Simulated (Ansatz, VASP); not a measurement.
**One calculation of GaN, two programs**

```
CELL_PARAMETERS angstrom
0.00000 2.25350 2.14083
2.25350 0.00000 2.14083
2.25350 2.25350 0.00000
ATOMIC_POSITIONS crystal
Ga 0.00000 0.00000 0.00000
N 0.75000 0.75000 0.75000
```

Change from the starting cell: strain +0.000 along x and y, -0.050 along z, atoms carried along.

Alike in both runs: task single point; functional PBE; k mesh 10 × 10 × 10; occupations gaussian, width 0.05 eV; no spin polarisation.

|  | VASP | Ansatz |
| --- | --- | --- |
| version | VASP 6.6.1 | Ansatz 0.2.0 |
| potentials or method | VASP PAW PBE potentials, release 64 (Ga_d, N), cutoff 520 eV | scalar-relativistic, plane waves, PAW |
| valence electrons in the cell | 18 | 18 |

|  | VASP | Ansatz | Ansatz less VASP |
| --- | --- | --- | --- |
| gap on the k mesh at the Fermi level (eV) | 1.90 | 1.89 | -0.011 |
| least direct gap on the mesh (eV) | 1.90 | 1.89 | -0.011 |
| pressure (GPa) | 15.9 | 15.9 | +0.01 |
| traceless stress, the component that is largest in VASP (GPa) | 3.41 | 3.39 | -0.022 |
